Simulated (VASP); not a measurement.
TaN, 8 atoms in the cell. The structure is cubic, space group Fm-3m (No. 225). Conventional cell: a = 4.358 Å, b = 4.358 Å, c = 4.358 Å, α = 90.00°, β = 90.00°, γ = 90.00°. Within 2.9 Å of Ta (site symmetry m-3m) lie 6 N at 2.18 Å. N (site symmetry m-3m) has 6 Ta at 2.18 Å within 2.9 Å. 

| Item | Value |
| --- | --- |
| Program | VASP 6.6.1 |
| Task | single point |
| Functional | r2SCAN |
| Potentials or basis | VASP PAW PBE potentials, release 64 (Ta_pv, N) |
| Cutoff | 520 eV |
| k mesh | 12 × 12 × 12 |
| Occupations | gaussian, width 0.15 eV |
| Spin | no spin polarisation |
| Dipole correction | no |
| Further INCAR settings | ALGO = Normal; EDIFF = 1e-06; NBANDS = 42 |

Potentials or basis: VASP PAW PBE potentials, release 64 (Ta_pv, N).

Command:

```console
$ cat potpaw_PBE.64/Ta_pv/POTCAR potpaw_PBE.64/N/POTCAR > POTCAR
$ cp INCAR.step1 INCAR
$ mpirun -np 1 vasp_std > vasp.out
$ cp INCAR.step2 INCAR
$ mpirun -np 1 vasp_std > vasp.out
```

Hardware: 1 thread of Intel(R) Xeon(R) Platinum 8488C (Sapphire Rapids) (shared host).

Q: How long does it take, and how much memory?

A: Wall time 5.7 min on 1 thread of Intel(R) Xeon(R) Platinum 8488C (Sapphire Rapids) (shared host), peak memory 0.34 GiB. Counts: k points 84.
